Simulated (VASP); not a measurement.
Set up this calculation in VASP 6.6.1, as the native input.

```yaml
Task: single point
Functional: PBE
Potentials_or_basis: VASP PAW PBE potentials, release 64 (Pb_d, O)
Cutoff: 520 eV
k_mesh: 8 × 8 × 10
Occupations: gaussian, width 0.01 eV
Spin: no spin polarisation
Dipole_correction: no
Further_INCAR_settings: ALGO = Normal; EDIFF = 1e-06; NBANDS = 35
```

The structure of PbO2 lies in POSCAR:

```
PbO2
1.0
    5.0822739643      0.0000000000      0.0000000000
    0.0000000000      5.0822739643      0.0000000000
    0.0000000000      0.0000000000      3.4417014556
Pb O
2 4
Direct
    0.0000000000      0.0000000000      0.0000000000
    0.5000000000      0.5000000000      0.5000000000
    0.3080387213      0.3080387213      0.0000000000
    0.8080387213      0.1919612787      0.5000000000
    0.1919612787      0.8080387213      0.5000000000
    0.6919612787      0.6919612787      0.0000000000
```

The input as run:

INCAR

```
PREC = Accurate
ENCUT = 520
EDIFF = 1E-6
ISMEAR = 0
SIGMA = 0.01
LREAL = F
LASPH = T
NELM = 100
ALGO = Normal
ISIF = 2
LWAVE = F
LCHARG = T
GGA = PE
LELF = T
LVHAR = T
NBANDS = 35
```

KPOINTS

```
regular mesh
0
Gamma
  8 8 10
```

Potentials or basis: VASP PAW PBE potentials, release 64 (Pb_d, O).

Run with:

```bash
$ cat potpaw_PBE.64/Pb_d/POTCAR potpaw_PBE.64/O/POTCAR > POTCAR
$ mpirun -np 1 vasp_std > vasp.out
```

Results of the run:

| Property | Result |
| --- | --- |
| Pressure | 0.2 GPa |
| Largest force | 0.015 eV/Å |
| Band gap on the k mesh | 0.01 eV |

Caveat: spin-orbit coupling is left out, which moves the levels of the heavy elements.

It took 3.5 min on 1 thread of AMD EPYC 7R13 Processor (Zen 3), on a shared host, peak memory 0.32 GiB.
